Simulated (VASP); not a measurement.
# Bi (P-3m1) in VASP: single point with PBEsol+D3(BJ)

Aim: the single point of Bi with PBEsol+D3(BJ).

Program: VASP 6.6.1. These are calculated values, not measurements. Logs are shortened: lines on timing, memory, paths and dates and some standing lists are left out, and cuts for length are marked.

### Step 1. The cell of the first run

It takes space group P-3m1 (No. 164, trigonal). Conventional cell: a = 3.854 Å, b = 3.854 Å, c = 5.927 Å, α = 90.00°, β = 90.00°, γ = 120.00°. Bi (site symmetry 3m) has 12 Bi at 3.64 to 3.85 Å within 4.8 Å.

### Step 2. Single point, PBEsol+D3(BJ)

The input, INCAR:

```
SYSTEM = Bi
ALGO     = Normal         ! electronic algorithm
EDIFF    = 1E-6           ! SCF threshold, eV
ENCUT    = 500            ! plane-wave cutoff, eV
GGA      = PS             ! functional
GGA_COMPAT= .FALSE.      
ISIF     = 2              ! what is computed and relaxed
ISMEAR   = -1             ! smearing method
IVDW     = 12             ! dispersion correction
LASPH    = .TRUE.         ! aspherical terms in the spheres
LCHARG   = .TRUE.         ! write CHGCAR
LELF     = .TRUE.         ! ELF
LREAL    = .FALSE.        ! projectors in reciprocal space
LVHAR    = .TRUE.       
LWAVE    = .FALSE.        ! write WAVECAR
NBANDS   = 22             ! bands
NELM     = 120            ! most SCF steps
PREC     = Accurate       ! precision mode
SIGMA    = 0.1            ! smearing width, eV
```

The input, KPOINTS:

```
k-points
0
G
  5 5 3
  0 0 0
```

The input, POSCAR:

```
Bi
1.0
    3.8535231700      0.0000000000      0.0000000000
   -1.9267615800      3.3372489600      0.0000000000
    0.0000000000      0.0000000000      5.9272598600
Bi
2
Direct
    0.6666666667      0.3333333333      0.7564823500
    0.3333333333      0.6666666667      0.2435176500
```

Potentials or basis: VASP PAW PBE potentials, release 64 (Bi_d).

On the command line:

```console
> cat potpaw_PBE.64/Bi_d/POTCAR > POTCAR
> mpirun -np 1 vasp_std > vasp.out
```

OUTCAR:

```text
SYSTEM = Bi
   EDIFF = 1E-6
   ENCUT = 500
   GGA = PS
   ISIF = 2
   ISMEAR = -1
   IVDW = 12
   LASPH = .TRUE.
   LREAL = .FALSE.
   NELM = 120
   PREC = Accurate
 IVDW          = 12

 ion  position               nearest neighbor table
   1  0.667  0.333  0.756-   2 3.64   2 3.64   2 3.64   2 3.77   2 3.77   2 3.77
   2  0.333  0.667  0.244-   1 3.64   1 3.64   1 3.64   1 3.77   1 3.77   1 3.77

  LATTYP: Found a hexagonal cell.
 ALAT       =     3.8535231700
 C/A-ratio  =     1.5381404493

  Lattice vectors:

 A1 = (   3.8535231700,   0.0000000000,   0.0000000000)
 A2 = (  -1.9267615800,   3.3372489600,   0.0000000000)
 A3 = (   0.0000000000,   0.0000000000,   5.9272598600)

Analysis of symmetry for initial positions (statically):
=====================================================================
 Subroutine PRICEL returns:
 Original cell was already a primitive cell.

 Routine SETGRP: Setting up the symmetry group for a
 hexagonal supercell.

 Subroutine GETGRP returns: Found 12 space group operations
 (whereof 12 operations were pure point group operations)
 out of a pool of 24 trial point group operations.

The static configuration has the point symmetry D_3d.

Analysis of symmetry for dynamics (positions and initial velocities):
=====================================================================
 Subroutine PRICEL returns:
 Original cell was already a primitive cell.

 Routine SETGRP: Setting up the symmetry group for a
 hexagonal supercell.

 Subroutine GETGRP returns: Found 12 space group operations
 (whereof 12 operations were pure point group operations)
 out of a pool of 24 trial point group operations.

The dynamic configuration has the point symmetry D_3d.

 Subroutine INISYM returns: Found 12 space group operations
 (whereof 12 operations are pure point group operations),
 and found     1 'primitive' translations

----------------------------------------------------------------------------------------

                                     Primitive cell

  volume of cell :      76.2255

  direct lattice vectors                    reciprocal lattice vectors
     3.853523170  0.000000000  0.000000000     0.259502786  0.149824003  0.000000000
    -1.926761580  3.337248960  0.000000000     0.000000000  0.299648007  0.000000000
     0.000000000  0.000000000  5.927259860     0.000000000  0.000000000  0.168712023

  length of vectors
     3.853523170  3.853523168  5.927259860     0.299648007  0.299648007  0.168712023

  position of ions in fractional coordinates (direct lattice)
     0.666666667  0.333333333  0.756482350
     0.333333333  0.666666667  0.243517650

  ion indices of the primitive-cell ions
   primitive index   ion index
                 1           1
                 2           2

----------------------------------------------------------------------------------------

 KPOINTS: k-points

Automatic generation of k-mesh.
 Grid dimensions read from file:
 generate k-points for:    5    5    3

 Generating k-lattice:

  Cartesian coordinates                     Fractional coordinates (reciprocal lattice)
     0.051900557  0.029964801  0.000000000     0.200000000  0.000000000  0.000000000
     0.000000000  0.059929601  0.000000000     0.000000000  0.200000000  0.000000000
     0.000000000  0.000000000  0.056237341     0.000000000  0.000000000  0.333333333

  Length of vectors
     0.059929601  0.059929601  0.056237341

  Shift w.r.t. Gamma in fractional coordinates (k-lattice)
     0.000000000  0.000000000  0.000000000

 Subroutine IBZKPT returns following result:
 ===========================================

 Found     12 irreducible k-points:

 Following reciprocal coordinates:
            Coordinates               Weight
  0.000000  0.000000  0.000000      1.000000
  0.200000 -0.000000  0.000000      6.000000
  0.400000  0.000000  0.000000      6.000000
  0.200000  0.200000  0.000000      6.000000
  0.400000  0.200000  0.000000      6.000000
  0.000000  0.000000  0.333333      2.000000
  0.200000 -0.000000  0.333333      6.000000
  0.000000  0.200000  0.333333      6.000000
  0.400000  0.000000  0.333333      6.000000
  0.000000  0.400000  0.333333      6.000000
  0.200000  0.200000  0.333333     12.000000
  0.400000  0.200000  0.333333     12.000000
   k-points           NKPTS =     12   k-points in BZ     NKDIM =     12   number of bands    NBANDS=     22
   number of dos      NEDOS =    301   number of ions     NIONS =      2
   total plane-waves  NPLWV =  37632
   dimension x,y,z NGX =    28 NGY =   28 NGZ =   48
   dimension x,y,z NGXF=    56 NGYF=   56 NGZF=   96
   ions per type =               2
   NGX,Y,Z   is equivalent  to a cutoff of  12.08, 12.08, 13.46 a.u.
   NGXF,Y,Z  is equivalent  to a cutoff of  24.16, 24.16, 26.93 a.u.
 SYSTEM =  Bi
   PREC   = accura    normal or accurate (medium, high low for compatibility)
   ISTART =      0    job   : 0-new  1-cont  2-samecut
   ICHARG =      2    charge: 1-file 2-atom 10-const
   ISPIN  =      1    spin polarized calculation?
   LNONCOLLINEAR =      F non collinear calculations
   LSORBIT =      F    spin-orbit coupling
   LASPH  =      T    aspherical Exc in radial PAW
   ENCUT  =  500.0 eV  36.75 Ry    6.06 a.u.   7.03  7.03 10.81*2*pi/ulx,y,z
   NELM   =    120;   NELMIN=  2; NELMDL= -5     # of ELM steps
   EDIFF  = 0.1E-05   stopping-criterion for ELM
   LREAL  =      F    real-space projection
   EDIFFG = 0.1E-04   stopping-criterion for IOM
   NSW    =      0    number of steps for IOM
   IBRION =     -1    ionic relax: 0-MD 1-quasi-New 2-CG
   NFREE  =      0    steps in history (QN), initial steepest desc. (CG)
   ISIF   =      2    stress and relaxation
   ISYM   =      2    0-nonsym 1-usesym 2-fastsym
   POTIM  = 0.5000    time-step for ionic-motion
   TEBEG  =    0.0;   TEEND  =   0.0 temperature during run
   PSTRESS=    0.0 pullay stress
   NELECT =      30.0000    total number of electrons
   NUPDOWN=      -1.0000    fix difference up-down
   EMIN   =  10.00;   EMAX   =-10.00  energy-range for DOS
   EFERMI =   0.00;   METHOD = LEGACY
   ISMEAR =    -1;   SIGMA  =   0.10  broadening in eV -4-tet -1-fermi 0-gaus
   EFERMI_NEDOS =   21; number of points for ismear=-14 and -15
   IALGO  =     38    algorithm
   IMIX   =      4    mixing-type and parameters
     AMIX     =   0.40;   BMIX     =  1.00
     AMIX_MAG =   1.60;   BMIX_MAG =  1.00
  volume/ion in A,a.u.               =      38.11       257.20
  Fermi-wavevector in a.u.,A,eV,Ry     =   1.199725  2.267152 19.583413  1.439340
  Thomas-Fermi vector in A             =   2.335580
   LORBIT       =      0    0 simple, 1 ext, 2 COOP (PROOUT), +10 PAW based schemes
   GGA     = PS    functional components
   LHFCALC =     F    Hartree Fock is set to
   AEXX    =    0.0000 exact exchange contribution
   IVDW    =    12    specifies the selected vdW correction
   LEPSILON=     F    determine dielectric tensor
   LRPA    =     F    only Hartree local field effects (RPA)
 non-spin polarized calculation
  energy-cutoff  :      500.00
  volume of cell :       76.23
 maximum number of plane-waves:      1955
   NGX = 15   NGY = 15   NGZ = 21

 number of electron      29.9999997 magnetization

 Free energy of the ion-electron system (eV)
  ---------------------------------------------------
  ext. energy  EPLUGINS =         0.00000000
  ---------------------------------------------------
  free energy    TOTEN  =        -7.81858321 eV

  energy without entropy =       -7.73902832  energy(sigma->0) =       -7.77880576

 E-fermi :   5.4964     XC(G=0):  -9.5070

 val. band max:        5.4724828654   @ k =   0.2000   0.2000   0.3333
 cond. band min:       5.5906456559   @ k =   0.0000   0.2000   0.3333
 fundamental gap:      0.1181627906
 Fermi energy:         5.4963901758

 k-point     1 :       0.0000    0.0000    0.0000
  band No.  band energies     occupation
      1     -17.3915      2.00000
      2     -17.3915      2.00000
      3     -17.3913      2.00000
      4     -17.3913      2.00000
      5     -17.3859      2.00000
      6     -17.3850      2.00000
[... 14 lines left out ...]
     21      14.5348      0.00000
     22      14.7076      0.00000

 k-point     2 :       0.2000   -0.0000    0.0000
  band No.  band energies     occupation
      1     -17.4072      2.00000
      2     -17.3944      2.00000
      3     -17.3943      2.00000
      4     -17.3857      2.00000
      5     -17.3743      2.00000
      6     -17.3737      2.00000
[... 14 lines left out ...]
     21      13.6854      0.00000
     22      14.1823      0.00000

 k-point     3 :       0.4000    0.0000    0.0000
  band No.  band energies     occupation
      1     -17.4233      2.00000
      2     -17.4039      2.00000
      3     -17.4017      2.00000
      4     -17.3861      2.00000
      5     -17.3619      2.00000
      6     -17.3495      2.00000
[... 14 lines left out ...]
     21      12.8079      0.00000
     22      14.3998      0.00000

 k-point     4 :       0.2000    0.2000    0.0000
  band No.  band energies     occupation
      1     -17.4095      2.00000
      2     -17.3993      2.00000
      3     -17.3983      2.00000
      4     -17.3884      2.00000
      5     -17.3640      2.00000
      6     -17.3572      2.00000
[... 14 lines left out ...]
     21      13.4512      0.00000
     22      15.4317      0.00000

 k-point     5 :       0.4000    0.2000    0.0000
  band No.  band energies     occupation
      1     -17.4195      2.00000
      2     -17.4048      2.00000
      3     -17.3850      2.00000
      4     -17.3778      2.00000
      5     -17.3629      2.00000
      6     -17.3566      2.00000
[... 117 lines left out ...]
 k-point    10 :       0.0000    0.4000    0.3333
  band No.  band energies     occupation
      1     -17.4163      2.00000
      2     -17.4078      2.00000
      3     -17.3910      2.00000
      4     -17.3863      2.00000
      5     -17.3804      2.00000
      6     -17.3504      2.00000
[... 14 lines left out ...]
     21      12.8156      0.00000
     22      14.6234      0.00000

 k-point    11 :       0.2000    0.2000    0.3333
  band No.  band energies     occupation
      1     -17.4068      2.00000
      2     -17.3998      2.00000
      3     -17.3905      2.00000
      4     -17.3862      2.00000
      5     -17.3729      2.00000
      6     -17.3631      2.00000
[... 14 lines left out ...]
     21      13.5364      0.00000
     22      14.2083      0.00000

 k-point    12 :       0.4000    0.2000    0.3333
  band No.  band energies     occupation
      1     -17.4066      2.00000
      2     -17.4016      2.00000
      3     -17.3927      2.00000
      4     -17.3796      2.00000
      5     -17.3755      2.00000
      6     -17.3526      2.00000
[... 14 lines left out ...]
     21      13.3661      0.00000
     22      13.8521      0.00000

------------------------ aborting loop because EDIFF is reached ----------------------------------------

 Edisp (eV)   -0.84670

 E8    (eV) :    -0.6046

  FORCE on cell =-STRESS in cart. coord.  units (eV):
  Direction    XX          YY          ZZ          XY          YZ          ZX
  --------------------------------------------------------------------------------------
  -------------------------------------------------------------------------------------
  Total      -4.60606    -4.60606    -4.58311    -0.00000     0.00000     0.00000
  in kB     -96.81426   -96.81426   -96.33201    -0.00000     0.00000     0.00000
  external pressure =      -96.65 kB  Pullay stress =        0.00 kB

 VOLUME and BASIS-vectors are now :
 -----------------------------------------------------------------------------
  energy-cutoff  :      500.00
  volume of cell :       76.23
      direct lattice vectors                 reciprocal lattice vectors
     3.853523170  0.000000000  0.000000000     0.259502786  0.149824003  0.000000000
    -1.926761580  3.337248960  0.000000000     0.000000000  0.299648007  0.000000000
     0.000000000  0.000000000  5.927259860     0.000000000  0.000000000  0.168712023

 POSITION                                       TOTAL-FORCE (eV/Angst)
 -----------------------------------------------------------------------------------
      1.92676      1.11242      4.48387        -0.000000      0.000000      0.175917
      0.00000      2.22483      1.44339         0.000000      0.000000     -0.175917
 -----------------------------------------------------------------------------------
    total drift:                                0.000000     -0.000000     -0.000000

  FREE ENERGIE OF THE ION-ELECTRON SYSTEM (eV)
  ---------------------------------------------------
  free  energy   TOTEN  =        -8.6652806586 eV

  energy  without entropy=       -8.5857257616  energy(sigma->0) =       -8.62550321
```

It took 36 s on 1 thread of Intel Xeon 8259CL, shared host; peak memory 0.19 GiB.

Results:

```
Free energy                : -8.6653 eV
Pressure                   : -9.7 GPa
Largest force              : 0.176 eV/Å
Band gap on the k mesh     : zero (band 15 reaches 7.89 eV, above the bottom of band 16 at 4.40 eV)
Dispersion energy per atom : -0.423 eV
```

Forces in eV/Å, atoms in the order of the input:
```
Bi   0.000  0.000  0.176
Bi   0.000  0.000 -0.176
```

Caveat: the k points lie up to 0.38 Å⁻¹ apart; the PAW data sets were made with another functional, which shifts forces and pressure a little; spin-orbit coupling is left out, which moves the levels of the heavy elements; pairwise dispersion overbinds metals, which lowers pressure and volume.
